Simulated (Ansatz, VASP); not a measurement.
# One calculation of Nb3O, two programs

```xyz
8
Lattice="4.9140 0.0000 0.0000 0.0000 4.9140 0.0000 0.0000 0.0000 4.9140" Properties=species:S:1:pos:R:3 pbc="T T T"
Nb    1.2285    0.0000    2.4570
Nb    2.4570    3.6855    0.0000
Nb    3.6855    0.0000    2.4570
Nb    2.4570    1.2285    0.0000
Nb    0.0000    2.4570    3.6855
Nb    0.0000    2.4570    1.2285
O     0.0000    0.0000    0.0000
O     2.4570    2.4570    2.4570
```

Alike in both runs: functional PBEsol; k mesh 8 × 8 × 8; occupations fermi-dirac, width 0.15 eV; no spin polarisation.

Ansatz relaxed the structure, and its values are those at the end. VASP's run is a single point on that final structure, the one shown.

|  | VASP | Ansatz |
| --- | --- | --- |
| version | VASP 6.6.1 | Ansatz 0.2.0 |
| potentials or method | VASP PAW PBE potentials, release 64 (Nb_sv, O), cutoff 520 eV | scalar-relativistic, plane waves, PAW |
| valence electrons in the cell | 90 | 90 |

```csv
,VASP,Ansatz,Ansatz less VASP
gap on the k mesh at the Fermi level (eV),none,none,-
pressure (GPa),-0.1,0.0,+0.14
```

VASP's potentials were made for PBE, not for PBEsol. A gap of «none» marks a metal or a gap that the smearing closes.
